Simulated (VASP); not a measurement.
Runs of VASP 6.6.1 on SrClO. Symmetry: P6_3mc, No. 186, hexagonal system. The conventional cell has a = 4.272 Å, b = 4.272 Å, c = 9.651 Å, α = 90.00°, β = 90.00°, γ = 120.00°. Within 3.3 Å of Sr (site symmetry 3m) lie 3 O at 2.51 Å and 4 Cl at 2.99 to 3.07 Å. Cl (site symmetry 3m) has 4 Sr at 2.99 to 3.07 Å and 6 O at 3.35 to 3.55 Å within 3.9 Å. Within 3.4 Å of O (site symmetry 3m) lie 3 Sr at 2.51 Å and 3 Cl at 3.35 Å. 

```tsv
smearing	gap on the mesh (eV)	pressure (GPa)	largest force (eV/Å)
methfessel-paxton 0.2 eV	0.01	-5.1	0.27
methfessel-paxton 0.5 eV	0.02	-5.0	0.26
methfessel-paxton 0.1 eV	(a)	-5.1	0.26
methfessel-paxton 0.3 eV	0.02	-5.1	0.26
```

Alike in all rows: task single point; level LDA; potentials or basis VASP PAW LDA potentials, release 64 (Sr_sv, Cl, O); no spin polarisation; cell as given; k mesh 5 × 5 × 2, shifted; cutoff (eV) 520.

**Question.** Estimate the missing entries.

**Answer.** (a) none.

Caveats: the cell stands under tension; the smearing spreads over this small gap (at least some runs); a shifted mesh leaves out Γ, where band edges can lie (at least some runs).

A k mesh can miss the band edges, and the runs leave out spin-orbit coupling on Sr.
